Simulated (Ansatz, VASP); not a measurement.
InSb: VASP beside Ansatz

INCAR

```
SYSTEM = InSb
PREC     = Accurate       ! precision mode
ENCUT    = 520            ! plane-wave cutoff, eV
EDIFF    = 1E-6           ! SCF threshold, eV
ISMEAR   = 0              ! smearing method
SIGMA    = 0.15           ! smearing width, eV
LREAL    = .FALSE.        ! projectors in reciprocal space
LASPH    = .TRUE.         ! aspherical terms in the spheres
NELM     = 80             ! most SCF steps
ALGO     = Normal         ! electronic algorithm
ISIF     = 2              ! what is computed and relaxed
LWAVE    = .FALSE.        ! write WAVECAR
LCHARG   = .TRUE.         ! write CHGCAR
GGA      = PE             ! functional
LELF     = .TRUE.         ! ELF
LVHAR    = .TRUE.       
NBANDS   = 16             ! bands
```

KPOINTS

```
Automatic mesh
0
G
  16 16 16
  0 0 0
```

The input POSCAR:

```
InSb
1.0
   -2.8102500000      2.8102500000      1.4236000000
    2.8102500000     -2.8102500000      1.4236000000
    2.8102500000      2.8102500000     -1.4236000000
In Sb
1 1
Direct
    0.2500000000      0.7500000000      0.5000000000
    0.0000000000      0.0000000000      0.0000000000
```

Input for Ansatz:

```yaml
crystal:
  lattice:
    - [-2.81025, 2.81025, 1.4236]
    - [2.81025, -2.81025, 1.4236]
    - [2.81025, 2.81025, -1.4236]
  atoms:
    - { symbol: In, position: [0.25, 0.75, 0.5] }
    - { symbol: Sb, position: [0.0, 0.0, 0.0] }
basis:
  ecutwfc: 420
kpoints:
  mp_grid: { grid: [16, 16, 16] }
hamiltonian:
  xc: pbe
  pseudopotentials: { kind: paw, azcp: { folder: soft_1 } }
scf:
  occupations: { method: gaussian, width: 0.15 }
output:
  forces: true
  stress: true
  eigenvalues: true
```

Alike in both runs: task single point; functional PBE; k mesh 16 × 16 × 16; occupations gaussian, width 0.15 eV; no spin polarisation.

```csv
,VASP,Ansatz
version,VASP 6.6.1,Ansatz 0.2.0
potentials or method,"VASP PAW PBE potentials, release 64 (In_d, Sb), cutoff 520 eV","scalar-relativistic, plane waves, PAW"
valence electrons in the cell,18,28
```

|  | VASP | Ansatz | Ansatz less VASP |
| --- | --- | --- | --- |
| gap on the k mesh at the Fermi level (eV) | none | none | - |
| pressure (GPa) | 19.6 | 19.5 | -0.06 |
| traceless stress, the component that is largest in VASP (GPa) | 7.84 | 7.75 | -0.092 |

A gap of «none» marks a metal or a gap that the smearing closes. VASP's potentials hold 18 valence electrons a cell and Ansatz's 28, so a difference there can come from the potentials and not from the codes.

Spin-orbit coupling is off throughout.
